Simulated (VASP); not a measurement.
# In3As (Pm-3m) in VASP: notebook

Runs on In3As. Level: PBE+D3(BJ). Tasks: single point.

All numbers are computed with VASP 6.6.1; they aren't measurements. Logs are shortened: lines on timing, memory, paths and dates and some standing lists are left out, and cuts for length are marked.

**1. The cell of the first run**

It takes space group Pm-3m (No. 221, cubic). The conventional cell has a = 4.672 Å, b = 4.672 Å, c = 4.672 Å, α = 90.00°, β = 90.00°, γ = 90.00°. Within 4.3 Å of In (site symmetry 4/mmm) lie 8 In at 3.30 Å and 4 As at 3.30 Å. Within 4.3 Å of As (site symmetry m-3m) lie 12 In at 3.30 Å.

**2. Single point, PBE+D3(BJ)**

The input, INCAR:

```
  PREC = Accurate
  ENCUT = 520
  EDIFF = 1E-6
  ISMEAR = 0
  SIGMA = 0.1
  LREAL = False
  LASPH = True
  NELM = 80
  ALGO = Fast
  ISIF = 2
  LWAVE = False
  LCHARG = False
  GGA = PE
  IVDW = 12
  NBANDS = 30
```

The input, KPOINTS:

```
regular mesh
0
Gamma
  4 4 4
```

The input, POSCAR:

```
In3As
1.0
    4.6716810000      0.0000000000      0.0000000000
    0.0000000000      4.6716810000      0.0000000000
    0.0000000000      0.0000000000      4.6716810000
In As
3 1
Direct
    0.0000000000      0.5000000000      0.5000000000
    0.5000000000      0.0000000000      0.5000000000
    0.5000000000      0.5000000000      0.0000000000
    0.0000000000      0.0000000000      0.0000000000
```

Potentials or basis: VASP PAW PBE potentials, release 64 (In_d, As).

Command:

```bash
> cat potpaw_PBE.64/In_d/POTCAR potpaw_PBE.64/As/POTCAR > POTCAR
> mpirun -np 1 vasp_std > vasp.out
```

OUTCAR:

```text
PREC = Accurate
   ENCUT = 520
   EDIFF = 1E-6
   ISMEAR = 0
   LREAL = False
   LASPH = True
   NELM = 80
   ISIF = 2
   GGA = PE
   IVDW = 12
 IVDW          = 12

 ion  position               nearest neighbor table
   1  0.000  0.500  0.500-   2 3.30   3 3.30   4 3.30   3 3.30   4 3.30   2 3.30   4 3.30   4 3.30
                             2 3.30   3 3.30   3 3.30   2 3.30
   2  0.500  0.000  0.500-   1 3.30   3 3.30   4 3.30   3 3.30   4 3.30   1 3.30   3 3.30   3 3.30
                             1 3.30   4 3.30   4 3.30   1 3.30
   3  0.500  0.500  0.000-   1 3.30   2 3.30   4 3.30   1 3.30   2 3.30   2 3.30   4 3.30   2 3.30
                             1 3.30   4 3.30   1 3.30   4 3.30
   4  0.000  0.000  0.000-   1 3.30   2 3.30   3 3.30   1 3.30   2 3.30   1 3.30   3 3.30   1 3.30
                             2 3.30   3 3.30   2 3.30   3 3.30

  LATTYP: Found a simple cubic cell.
 ALAT       =     4.6716810000

  Lattice vectors:

 A1 = (   4.6716810000,   0.0000000000,   0.0000000000)
 A2 = (   0.0000000000,   4.6716810000,   0.0000000000)
 A3 = (   0.0000000000,   0.0000000000,   4.6716810000)

Analysis of symmetry for initial positions (statically):
=====================================================================
 Subroutine PRICEL returns:
 Original cell was already a primitive cell.

 Routine SETGRP: Setting up the symmetry group for a
 simple cubic supercell.

 Subroutine GETGRP returns: Found 48 space group operations
 (whereof 48 operations were pure point group operations)
 out of a pool of 48 trial point group operations.

The static configuration has the point symmetry O_h .

Analysis of symmetry for dynamics (positions and initial velocities):
=====================================================================
 Subroutine PRICEL returns:
 Original cell was already a primitive cell.

 Routine SETGRP: Setting up the symmetry group for a
 simple cubic supercell.

 Subroutine GETGRP returns: Found 48 space group operations
 (whereof 48 operations were pure point group operations)
 out of a pool of 48 trial point group operations.

The dynamic configuration has the point symmetry O_h .

 Subroutine INISYM returns: Found 48 space group operations
 (whereof 48 operations are pure point group operations),
 and found     1 'primitive' translations

----------------------------------------------------------------------------------------

                                     Primitive cell

  volume of cell :     101.9576

  direct lattice vectors                    reciprocal lattice vectors
     4.671681000  0.000000000  0.000000000     0.214055711  0.000000000  0.000000000
     0.000000000  4.671681000  0.000000000     0.000000000  0.214055711  0.000000000
     0.000000000  0.000000000  4.671681000     0.000000000  0.000000000  0.214055711

  length of vectors
     4.671681000  4.671681000  4.671681000     0.214055711  0.214055711  0.214055711

  position of ions in fractional coordinates (direct lattice)
     0.000000000  0.500000000  0.500000000
     0.500000000  0.000000000  0.500000000
     0.500000000  0.500000000  0.000000000
     0.000000000  0.000000000  0.000000000

  ion indices of the primitive-cell ions
   primitive index   ion index
                 1           1
                 2           2
                 3           3
                 4           4

----------------------------------------------------------------------------------------

 KPOINTS: regular mesh

Automatic generation of k-mesh.
 Grid dimensions read from file:
 generate k-points for:    4    4    4

 Generating k-lattice:

  Cartesian coordinates                     Fractional coordinates (reciprocal lattice)
     0.053513928  0.000000000  0.000000000     0.250000000  0.000000000  0.000000000
     0.000000000  0.053513928  0.000000000     0.000000000  0.250000000  0.000000000
     0.000000000  0.000000000  0.053513928     0.000000000  0.000000000  0.250000000

  Length of vectors
     0.053513928  0.053513928  0.053513928

  Shift w.r.t. Gamma in fractional coordinates (k-lattice)
     0.000000000  0.000000000  0.000000000

 Subroutine IBZKPT returns following result:
 ===========================================

 Found     10 irreducible k-points:

 Following reciprocal coordinates:
            Coordinates               Weight
  0.000000  0.000000  0.000000      1.000000
  0.250000  0.000000  0.000000      6.000000
  0.500000  0.000000  0.000000      3.000000
  0.250000  0.250000  0.000000     12.000000
  0.500000  0.250000  0.000000     12.000000
  0.500000  0.500000  0.000000      3.000000
  0.250000  0.250000  0.250000      8.000000
  0.500000  0.250000  0.250000     12.000000
  0.500000  0.500000  0.250000      6.000000
  0.500000  0.500000  0.500000      1.000000
   k-points           NKPTS =     10   k-points in BZ     NKDIM =     10   number of bands    NBANDS=     30
   number of dos      NEDOS =    301   number of ions     NIONS =      4
   total plane-waves  NPLWV =  46656
   dimension x,y,z NGX =    36 NGY =   36 NGZ =   36
   dimension x,y,z NGXF=    72 NGYF=   72 NGZF=   72
   ions per type =               3   1
   NGX,Y,Z   is equivalent  to a cutoff of  12.81, 12.81, 12.81 a.u.
   NGXF,Y,Z  is equivalent  to a cutoff of  25.62, 25.62, 25.62 a.u.
 SYSTEM =  unknown system
   PREC   = accura    normal or accurate (medium, high low for compatibility)
   ISTART =      0    job   : 0-new  1-cont  2-samecut
   ICHARG =      2    charge: 1-file 2-atom 10-const
   ISPIN  =      1    spin polarized calculation?
   LNONCOLLINEAR =      F non collinear calculations
   LSORBIT =      F    spin-orbit coupling
   LASPH  =      T    aspherical Exc in radial PAW
   ENCUT  =  520.0 eV  38.22 Ry    6.18 a.u.   8.69  8.69  8.69*2*pi/ulx,y,z
   NELM   =     80;   NELMIN=  2; NELMDL= -5     # of ELM steps
   EDIFF  = 0.1E-05   stopping-criterion for ELM
   LREAL  =      F    real-space projection
   EDIFFG = 0.1E-04   stopping-criterion for IOM
   NSW    =      0    number of steps for IOM
   IBRION =     -1    ionic relax: 0-MD 1-quasi-New 2-CG
   NFREE  =      0    steps in history (QN), initial steepest desc. (CG)
   ISIF   =      2    stress and relaxation
   ISYM   =      2    0-nonsym 1-usesym 2-fastsym
   POTIM  = 0.5000    time-step for ionic-motion
   TEBEG  =    0.0;   TEEND  =   0.0 temperature during run
   PSTRESS=    0.0 pullay stress
   NELECT =      44.0000    total number of electrons
   NUPDOWN=      -1.0000    fix difference up-down
   EMIN   =  10.00;   EMAX   =-10.00  energy-range for DOS
   EFERMI =   0.00;   METHOD = LEGACY
   ISMEAR =     0;   SIGMA  =   0.10  broadening in eV -4-tet -1-fermi 0-gaus
   EFERMI_NEDOS =   21; number of points for ismear=-14 and -15
   IALGO  =     68    algorithm
   IMIX   =      4    mixing-type and parameters
     AMIX     =   0.40;   BMIX     =  1.00
     AMIX_MAG =   1.60;   BMIX_MAG =  1.00
  volume/ion in A,a.u.               =      25.49       172.01
  Fermi-wavevector in a.u.,A,eV,Ry     =   1.237141  2.337858 20.823961  1.530518
  Thomas-Fermi vector in A             =   2.371720
   LORBIT       =      0    0 simple, 1 ext, 2 COOP (PROOUT), +10 PAW based schemes
   GGA     = PE    functional components
   LHFCALC =     F    Hartree Fock is set to
   AEXX    =    0.0000 exact exchange contribution
   IVDW    =    12    specifies the selected vdW correction
   LEPSILON=     F    determine dielectric tensor
   LRPA    =     F    only Hartree local field effects (RPA)
 non-spin polarized calculation
 RMM-DIIS sequential band-by-band and
 Gauss-broadening in eV      SIGMA  =   0.10
  energy-cutoff  :      520.00
  volume of cell :      101.96
 maximum number of plane-waves:      2800
 NGX is ok and might be reduce to    36
   NGX = 17   NGY = 17   NGZ = 17

 number of electron      43.9999975 magnetization

 Free energy of the ion-electron system (eV)
  ---------------------------------------------------
  ext. energy  EPLUGINS =         0.00000000
  ---------------------------------------------------
  free energy    TOTEN  =       -12.00486534 eV

  energy without entropy =      -11.98707552  energy(sigma->0) =      -11.99597043

 E-fermi :   6.9156     XC(G=0): -10.1478

 val. band max:        6.8875977693   @ k =   0.2500   0.0000   0.0000
 cond. band min:       6.9691409151   @ k =   0.2500   0.2500   0.2500
 fundamental gap:      0.0815431458
 Fermi energy:         6.9156459831

 k-point     1 :       0.0000    0.0000    0.0000
  band No.  band energies     occupation
      1      -8.0773      2.00000
      2      -8.0654      2.00000
      3      -8.0654      2.00000
      4      -8.0654      2.00000
      5      -7.8928      2.00000
      6      -7.8928      2.00000
[... 22 lines left out ...]
     29      12.6103      0.00000
     30      13.8990      0.00000

 k-point     2 :       0.2500    0.0000    0.0000
  band No.  band energies     occupation
      1      -8.0548      2.00000
      2      -8.0206      2.00000
      3      -7.9988      2.00000
      4      -7.9988      2.00000
      5      -7.8844      2.00000
      6      -7.8491      2.00000
[... 22 lines left out ...]
     29      13.7995      0.00000
     30      14.1664      0.00000

 k-point     3 :       0.5000    0.0000    0.0000
  band No.  band energies     occupation
      1      -8.0434      2.00000
      2      -7.9388      2.00000
      3      -7.8658      2.00000
      4      -7.8536      2.00000
      5      -7.8536      2.00000
      6      -7.8068      2.00000
[... 22 lines left out ...]
     29      11.8993      0.00000
     30      12.9761      0.00000

 k-point     4 :       0.2500    0.2500    0.0000
  band No.  band energies     occupation
      1      -8.0089      2.00000
      2      -7.9981      2.00000
      3      -7.9693      2.00000
      4      -7.9432      2.00000
      5      -7.8643      2.00000
      6      -7.8185      2.00000
[... 154 lines left out ...]
     29      13.2006      0.00000
     30      13.5295      0.00000

 k-point     9 :       0.5000    0.5000    0.2500
  band No.  band energies     occupation
      1      -7.9471      2.00000
      2      -7.9392      2.00000
      3      -7.9392      2.00000
      4      -7.9327      2.00000
      5      -7.8825      2.00000
      6      -7.8825      2.00000
[... 22 lines left out ...]
     29      13.4747      0.00000
     30      14.9821      0.00000

 k-point    10 :       0.5000    0.5000    0.5000
  band No.  band energies     occupation
      1      -8.0025      2.00000
      2      -7.9630      2.00000
      3      -7.9630      2.00000
      4      -7.9630      2.00000
      5      -7.9030      2.00000
      6      -7.9030      2.00000
[... 22 lines left out ...]
     29      15.7464      0.00000
     30      15.9556      0.00000

------------------------ aborting loop because EDIFF is reached ----------------------------------------

 Edisp (eV)   -1.39425

 E8    (eV) :    -0.6691

  FORCE on cell =-STRESS in cart. coord.  units (eV):
  Direction    XX          YY          ZZ          XY          YZ          ZX
  --------------------------------------------------------------------------------------
  -------------------------------------------------------------------------------------
  Total      -1.44873    -1.44873    -1.44873     0.00000     0.00000    -0.00000
  in kB     -22.76558   -22.76558   -22.76558     0.00000     0.00000    -0.00000
  external pressure =      -22.77 kB  Pullay stress =        0.00 kB

 VOLUME and BASIS-vectors are now :
 -----------------------------------------------------------------------------
  energy-cutoff  :      520.00
  volume of cell :      101.96
      direct lattice vectors                 reciprocal lattice vectors
     4.671681000  0.000000000  0.000000000     0.214055711  0.000000000  0.000000000
     0.000000000  4.671681000  0.000000000     0.000000000  0.214055711  0.000000000
     0.000000000  0.000000000  4.671681000     0.000000000  0.000000000  0.214055711

 POSITION                                       TOTAL-FORCE (eV/Angst)
 -----------------------------------------------------------------------------------
      0.00000      2.33584      2.33584         0.000000      0.000000      0.000000
      2.33584      0.00000      2.33584         0.000000      0.000000      0.000000
      2.33584      2.33584      0.00000         0.000000      0.000000      0.000000
      0.00000      0.00000      0.00000         0.000000      0.000000      0.000000
 -----------------------------------------------------------------------------------
    total drift:                                0.000000      0.000000      0.000000

  FREE ENERGIE OF THE ION-ELECTRON SYSTEM (eV)
  ---------------------------------------------------
  free  energy   TOTEN  =       -13.3991114085 eV

  energy  without entropy=      -13.3813215884  energy(sigma->0) =      -13.39021650
```

It took 14 s on 1 thread of Intel Xeon 6975P-C (Granite Rapids), shared host; peak memory 0.21 GiB.

Results:

| Property | Result |
| --- | --- |
| Free energy | -13.3991 eV |
| Pressure | -2.3 GPa |
| Band gap on the k mesh | zero (bands 22 and 23 overlap by 3.80 eV) |
| Dispersion energy per atom | -0.349 eV |

Levels at points of the mesh, in eV from the Fermi level:
| k point | band 19 | band 20 | band 21 | band 22 | band 23 | band 24 | band 25 | band 26 |
| --- | --- | --- | --- | --- | --- | --- | --- | --- |
| (0.00, 0.00, 0.00) | -3.14 | -3.14 | -2.17 | -2.17 | 1.79 | 1.79 | 1.79 | 4.28 |
| (0.50, 0.00, 0.00) | -1.87 | -1.87 | -1.49 | -0.32 | -0.32 | -0.28 | 1.19 | 4.40 |
| (0.50, 0.50, 0.00) | -6.10 | -1.05 | -0.66 | 0.15 | 0.15 | 1.47 | 1.66 | 1.66 |
| (0.50, 0.50, 0.50) | -4.50 | -4.23 | -4.23 | -4.23 | -3.65 | 4.41 | 4.41 | 4.41 |

Caveat: spin-orbit coupling is left out, which moves the levels of the heavy elements.

[end of part 1 of 2]
